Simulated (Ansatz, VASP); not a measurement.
**One calculation of Zn, two programs**

```
Zn
1.0
    -2.89285    2.56690    1.33300
     2.56690   -2.89285    1.33300
     3.03531    3.03531   -1.92997
Zn
2
Direct
  0.98564 0.01436 0.00000
  0.76436 0.23564 0.50000
```

Alike in both runs: task single point; functional BLYP; k mesh 17 × 17 × 9; occupations fermi-dirac, width 0.1 eV; no spin polarisation.

```csv
,VASP,Ansatz
version,VASP 6.6.1,Ansatz 0.2.0
potentials or method,"VASP PAW PBE potentials, release 64 (Zn), cutoff 520 eV","plane waves (420 eV) with PAW, scalar-relativistic"
valence electrons in the cell,24,24
```

```csv
,VASP,Ansatz,Ansatz less VASP
pressure (GPa),-2.1,-2.2,-0.11
"traceless stress, the component that is largest in VASP (GPa)",-0.11,-0.17,-0.060
```

VASP's potentials were made for PBE, not for BLYP. With one functional, cell and mesh, what is left measures potentials, basis and numerics.
